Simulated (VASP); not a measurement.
# BaZrO3 (Pm-3m) in VASP: further runs

Runs on BaZrO3. Level: PBEsol. Tasks: single point.

Everything below comes from runs of VASP 6.6.1. Logs are shortened: lines on timing, memory, paths and dates and some standing lists are left out, and cuts for length are marked.

## 1. The cell of the first run

It takes space group Pm-3m (No. 221, cubic). Conventional cell: a = 4.106 Å, b = 4.106 Å, c = 4.106 Å, α = 90.00°, β = 90.00°, γ = 90.00°. Within 3.8 Å of Ba (site symmetry m-3m) lie 12 O at 2.90 Å and 8 Zr at 3.56 Å. Zr (site symmetry m-3m) has 6 O at 2.05 Å within 2.7 Å. O (site symmetry 4/mmm) has 2 Zr at 2.05 Å within 2.7 Å.

## 2. Single point, PBEsol

The input, INCAR:

```
SYSTEM = BaZrO3
  PREC = Accurate
  ENCUT = 520
  EDIFF = 1E-7
  ISMEAR = 0
  SIGMA = 0.01
  LREAL = .FALSE.
  LASPH = .TRUE.
  NELM = 60
  ALGO = Normal
  ISIF = 2
  LWAVE = .FALSE.
  LCHARG = .FALSE.
  GGA = PS
  NBANDS = 28
```

The input, KPOINTS:

```
regular mesh
0
G
  6 6 6
  0 0 0
```

The input, POSCAR:

```
BaZrO3
1.0
    4.1057062683      0.0000000000      0.0000000000
    0.0000000000      4.1057062683      0.0000000000
    0.0000000000      0.0000000000      4.1057062683
Ba Zr O
1 1 3
Direct
    0.0000000000      0.0000000000      0.0000000000
    0.5000000000      0.5000000000      0.5000000000
    0.0000000000      0.5000000000      0.5000000000
    0.5000000000      0.0000000000      0.5000000000
    0.5000000000      0.5000000000      0.0000000000
```

Potentials or basis: VASP PAW PBE potentials, release 64 (Ba_sv, Zr_sv, O).

Launch:

```console
$ cat potpaw_PBE.64/Ba_sv/POTCAR potpaw_PBE.64/Zr_sv/POTCAR potpaw_PBE.64/O/POTCAR > POTCAR
$ mpirun -np 1 vasp_std > vasp.out
```

OUTCAR:

```text
SYSTEM = BaZrO3
   PREC = Accurate
   ENCUT = 520
   EDIFF = 1E-7
   ISMEAR = 0
   LREAL = .FALSE.
   LASPH = .TRUE.
   NELM = 60
   ISIF = 2
   GGA = PS

 ion  position               nearest neighbor table
   1  0.000  0.000  0.000-   3 2.90   4 2.90   5 2.90   3 2.90   4 2.90   3 2.90   5 2.90   3 2.90
                             4 2.90   5 2.90   4 2.90   5 2.90   2 3.56   2 3.56   2 3.56   2 3.56
   2  0.500  0.500  0.500-   3 2.05   4 2.05   5 2.05   5 2.05   4 2.05   3 2.05   1 3.56   1 3.56
                             1 3.56   1 3.56   1 3.56   1 3.56   1 3.56   1 3.56
   3  0.000  0.500  0.500-   2 2.05   2 2.05   1 2.90   1 2.90   1 2.90   1 2.90
   4  0.500  0.000  0.500-   2 2.05   2 2.05   1 2.90   1 2.90   1 2.90   1 2.90
   5  0.500  0.500  0.000-   2 2.05   2 2.05   1 2.90   1 2.90   1 2.90   1 2.90

  LATTYP: Found a simple cubic cell.
 ALAT       =     4.1057062683

  Lattice vectors:

 A1 = (   4.1057062683,   0.0000000000,   0.0000000000)
 A2 = (   0.0000000000,   4.1057062683,   0.0000000000)
 A3 = (   0.0000000000,   0.0000000000,   4.1057062683)

Analysis of symmetry for initial positions (statically):
=====================================================================
 Subroutine PRICEL returns:
 Original cell was already a primitive cell.

 Routine SETGRP: Setting up the symmetry group for a
 simple cubic supercell.

 Subroutine GETGRP returns: Found 48 space group operations
 (whereof 48 operations were pure point group operations)
 out of a pool of 48 trial point group operations.

The static configuration has the point symmetry O_h .

Analysis of symmetry for dynamics (positions and initial velocities):
=====================================================================
 Subroutine PRICEL returns:
 Original cell was already a primitive cell.

 Routine SETGRP: Setting up the symmetry group for a
 simple cubic supercell.

 Subroutine GETGRP returns: Found 48 space group operations
 (whereof 48 operations were pure point group operations)
 out of a pool of 48 trial point group operations.

The dynamic configuration has the point symmetry O_h .

 Subroutine INISYM returns: Found 48 space group operations
 (whereof 48 operations are pure point group operations),
 and found     1 'primitive' translations

----------------------------------------------------------------------------------------

                                     Primitive cell

  volume of cell :      69.2092

  direct lattice vectors                    reciprocal lattice vectors
     4.105706268  0.000000000  0.000000000     0.243563454  0.000000000  0.000000000
     0.000000000  4.105706268  0.000000000     0.000000000  0.243563454  0.000000000
     0.000000000  0.000000000  4.105706268     0.000000000  0.000000000  0.243563454

  length of vectors
     4.105706268  4.105706268  4.105706268     0.243563454  0.243563454  0.243563454

  position of ions in fractional coordinates (direct lattice)
     0.000000000  0.000000000  0.000000000
     0.500000000  0.500000000  0.500000000
     0.000000000  0.500000000  0.500000000
     0.500000000  0.000000000  0.500000000
     0.500000000  0.500000000  0.000000000

  ion indices of the primitive-cell ions
   primitive index   ion index
                 1           1
                 2           2
                 3           3
                 4           4
                 5           5

----------------------------------------------------------------------------------------

 KPOINTS: regular mesh

Automatic generation of k-mesh.
 Grid dimensions read from file:
 generate k-points for:    6    6    6

 Generating k-lattice:

  Cartesian coordinates                     Fractional coordinates (reciprocal lattice)
     0.040593909  0.000000000  0.000000000     0.166666667  0.000000000  0.000000000
     0.000000000  0.040593909  0.000000000     0.000000000  0.166666667  0.000000000
     0.000000000  0.000000000  0.040593909     0.000000000  0.000000000  0.166666667

  Length of vectors
     0.040593909  0.040593909  0.040593909

  Shift w.r.t. Gamma in fractional coordinates (k-lattice)
     0.000000000  0.000000000  0.000000000

 Subroutine IBZKPT returns following result:
 ===========================================

 Found     20 irreducible k-points:

 Following reciprocal coordinates:
            Coordinates               Weight
  0.000000  0.000000  0.000000      1.000000
  0.166667  0.000000  0.000000      6.000000
  0.333333  0.000000  0.000000      6.000000
  0.500000  0.000000  0.000000      3.000000
  0.166667  0.166667  0.000000     12.000000
  0.333333  0.166667  0.000000     24.000000
[... 12 lines left out ...]
  0.500000  0.500000  0.333333      6.000000
  0.500000  0.500000  0.500000      1.000000
   k-points           NKPTS =     20   k-points in BZ     NKDIM =     20   number of bands    NBANDS=     28
   number of dos      NEDOS =    301   number of ions     NIONS =      5
   total plane-waves  NPLWV =  32768
   dimension x,y,z NGX =    32 NGY =   32 NGZ =   32
   dimension x,y,z NGXF=    64 NGYF=   64 NGZF=   64
   ions per type =               1   1   3
   NGX,Y,Z   is equivalent  to a cutoff of  12.96, 12.96, 12.96 a.u.
   NGXF,Y,Z  is equivalent  to a cutoff of  25.91, 25.91, 25.91 a.u.
 SYSTEM =  BaZrO3
   PREC   = accura    normal or accurate (medium, high low for compatibility)
   ISTART =      0    job   : 0-new  1-cont  2-samecut
   ICHARG =      2    charge: 1-file 2-atom 10-const
   ISPIN  =      1    spin polarized calculation?
   LNONCOLLINEAR =      F non collinear calculations
   LSORBIT =      F    spin-orbit coupling
   LASPH  =      T    aspherical Exc in radial PAW
   ENCUT  =  520.0 eV  38.22 Ry    6.18 a.u.   7.63  7.63  7.63*2*pi/ulx,y,z
   NELM   =     60;   NELMIN=  2; NELMDL= -5     # of ELM steps
   EDIFF  = 0.1E-06   stopping-criterion for ELM
   LREAL  =      F    real-space projection
   EDIFFG = 0.1E-05   stopping-criterion for IOM
   NSW    =      0    number of steps for IOM
   IBRION =     -1    ionic relax: 0-MD 1-quasi-New 2-CG
   NFREE  =      0    steps in history (QN), initial steepest desc. (CG)
   ISIF   =      2    stress and relaxation
   ISYM   =      2    0-nonsym 1-usesym 2-fastsym
   POTIM  = 0.5000    time-step for ionic-motion
   TEBEG  =    0.0;   TEEND  =   0.0 temperature during run
   PSTRESS=    0.0 pullay stress
   NELECT =      40.0000    total number of electrons
   NUPDOWN=      -1.0000    fix difference up-down
   EMIN   =  10.00;   EMAX   =-10.00  energy-range for DOS
   EFERMI =   0.00;   METHOD = LEGACY
   ISMEAR =     0;   SIGMA  =   0.01  broadening in eV -4-tet -1-fermi 0-gaus
   EFERMI_NEDOS =   21; number of points for ismear=-14 and -15
   IALGO  =     38    algorithm
   IMIX   =      4    mixing-type and parameters
     AMIX     =   0.40;   BMIX     =  1.00
     AMIX_MAG =   1.60;   BMIX_MAG =  1.00
  volume/ion in A,a.u.               =      13.84        93.41
  Fermi-wavevector in a.u.,A,eV,Ry     =   1.363663  2.576949 25.301066  1.859576
  Thomas-Fermi vector in A             =   2.490046
   LORBIT       =      0    0 simple, 1 ext, 2 COOP (PROOUT), +10 PAW based schemes
   GGA     = PS    functional components
   LHFCALC =     F    Hartree Fock is set to
   AEXX    =    0.0000 exact exchange contribution
   IVDW    =     0    specifies the selected vdW correction
   LEPSILON=     F    determine dielectric tensor
   LRPA    =     F    only Hartree local field effects (RPA)
 non-spin polarized calculation
 Gauss-broadening in eV      SIGMA  =   0.01
  energy-cutoff  :      520.00
  volume of cell :       69.21
 maximum number of plane-waves:      1888
 NGX is ok and might be reduce to    32
   NGX = 15   NGY = 15   NGZ = 15

 number of electron      40.0000022 magnetization

 Free energy of the ion-electron system (eV)
  ---------------------------------------------------
  ext. energy  EPLUGINS =         0.00000000
  ---------------------------------------------------
  free energy    TOTEN  =       -43.47037102 eV

  energy without entropy =      -43.47037102  energy(sigma->0) =      -43.47037102

 E-fermi :   4.1853     XC(G=0): -11.3384

 val. band max:        4.0906678609   @ k =   0.5000   0.5000   0.5000
 cond. band min:       7.3170363316   @ k =   0.0000   0.0000   0.0000
 fundamental gap:      3.2263684707
 Fermi energy:         4.1853044047

 k-point     1 :       0.0000    0.0000    0.0000
  band No.  band energies     occupation
      1     -42.4022      2.00000
      2     -20.9752      2.00000
      3     -20.7070      2.00000
      4     -20.7070      2.00000
      5     -20.7070      2.00000
      6     -12.2965      2.00000
[... 20 lines left out ...]
     27      12.2331      0.00000
     28      12.2331      0.00000

 k-point     2 :       0.1667    0.0000    0.0000
  band No.  band energies     occupation
      1     -42.4009      2.00000
      2     -21.0507      2.00000
      3     -20.7044      2.00000
      4     -20.7044      2.00000
      5     -20.6973      2.00000
      6     -12.3300      2.00000
[... 20 lines left out ...]
     27      12.2362      0.00000
     28      12.6289      0.00000

 k-point     3 :       0.3333    0.0000    0.0000
  band No.  band energies     occupation
      1     -42.3984      2.00000
      2     -21.2026      2.00000
      3     -20.6993      2.00000
      4     -20.6993      2.00000
      5     -20.6675      2.00000
      6     -12.4860      2.00000
[... 20 lines left out ...]
     27      12.2375      0.00000
     28      12.4737      0.00000

 k-point     4 :       0.5000    0.0000    0.0000
  band No.  band energies     occupation
      1     -42.3972      2.00000
      2     -21.2765      2.00000
      3     -20.6968      2.00000
      4     -20.6968      2.00000
      5     -20.6503      2.00000
      6     -12.5676      2.00000
[... 454 lines left out ...]
     27      12.7028      0.00000
     28      13.4371      0.00000

 k-point    19 :       0.5000    0.5000    0.3333
  band No.  band energies     occupation
      1     -42.3887      2.00000
      2     -21.0289      2.00000
      3     -21.0289      2.00000
      4     -20.9455      2.00000
      5     -20.8064      2.00000
      6     -11.2131      2.00000
[... 20 lines left out ...]
     27      12.9836      0.00000
     28      13.8068      0.00000

 k-point    20 :       0.5000    0.5000    0.5000
  band No.  band energies     occupation
      1     -42.3874      2.00000
      2     -21.0252      2.00000
      3     -21.0252      2.00000
      4     -21.0252      2.00000
      5     -20.7939      2.00000
      6     -10.8522      2.00000
[... 20 lines left out ...]
     27      13.6668      0.00000
     28      13.6668      0.00000

------------------------ aborting loop because EDIFF is reached ----------------------------------------

  FORCE on cell =-STRESS in cart. coord.  units (eV):
  Direction    XX          YY          ZZ          XY          YZ          ZX
  --------------------------------------------------------------------------------------
  -------------------------------------------------------------------------------------
  Total        4.9431337      4.9431337      4.9431337     -0.0000000      0.0000000     -0.0000000
  in kB      114.4324811    114.4324811    114.4324811     -0.0000000      0.0000000     -0.0000000
  external PRESSURE =     114.4324811 kB  Pullay stress =       0.0000000 kB

 VOLUME and BASIS-vectors are now :
 -----------------------------------------------------------------------------
  energy-cutoff  :      520.00
  volume of cell :       69.21
      direct lattice vectors                 reciprocal lattice vectors
     4.105706268  0.000000000  0.000000000     0.243563454  0.000000000  0.000000000
     0.000000000  4.105706268  0.000000000     0.000000000  0.243563454  0.000000000
     0.000000000  0.000000000  4.105706268     0.000000000  0.000000000  0.243563454

 POSITION                                       TOTAL-FORCE (eV/Angst)
 -----------------------------------------------------------------------------------
      0.00000      0.00000      0.00000         0.000000      0.000000      0.000000
      2.05285      2.05285      2.05285         0.000000      0.000000      0.000000
      0.00000      2.05285      2.05285         0.000000      0.000000      0.000000
      2.05285      0.00000      2.05285         0.000000      0.000000      0.000000
      2.05285      2.05285      0.00000         0.000000      0.000000      0.000000
 -----------------------------------------------------------------------------------
    total drift:                                0.000000     -0.000000     -0.000000

  FREE ENERGIE OF THE ION-ELECTRON SYSTEM (eV)
  ---------------------------------------------------
  free  energy   TOTEN  =       -43.4703710202 eV

  energy  without entropy=      -43.4703710202  energy(sigma->0) =      -43.47037102
```

Run time: 35 s. Hardware: 1 thread of Intel Xeon Platinum 8488C (Sapphire Rapids), shared host; peak memory 0.2 GiB.

Results:

```yaml
Free_energy: -43.4704 eV
Pressure: 11.4 GPa
Band_gap_on_the_k_mesh: 3.23 eV, indirect (least direct gap 3.36 eV)
```

Caveat: the PAW data sets were made with another functional, which shifts forces and pressure a little; spin-orbit coupling is left out, which moves the levels of the heavy elements. A k mesh can miss the band edges.

(Continued in part 2 of 2.)
